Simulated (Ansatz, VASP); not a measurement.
Mg in VASP and in Ansatz

```
Mg
1.0
    -1.96405    1.96405    1.84125
     1.96405   -1.96405    1.84125
     1.96405    1.96405   -1.84125
Mg
1
Direct
  0.00000 0.00000 0.00000
```

Alike in both runs: task single point; functional PBE; k mesh 18 × 18 × 18; occupations gaussian, width 0.15 eV; no spin polarisation.

```csv
,VASP,Ansatz
version,VASP 6.6.1,Ansatz 0.2.0
potentials or method,"VASP PAW PBE potentials, release 64 (Mg), cutoff 520 eV","scalar-relativistic, plane waves, PAW"
valence electrons in the cell,2,10
```

```csv
,VASP,Ansatz,Ansatz less VASP
gap on the k mesh at the Fermi level (eV),none,none,-
pressure (GPa),-4.9,-4.8,+0.09
"traceless stress, the component that is largest in VASP (GPa)",-0.10,-0.10,+0.003
```

A gap of «none» marks a metal or a gap that the smearing closes. The functional is the same, so the differences come from potentials, cutoffs and numerics. VASP's potentials hold 2 valence electrons a cell and Ansatz's 10, so a difference there can come from the potentials and not from the codes.
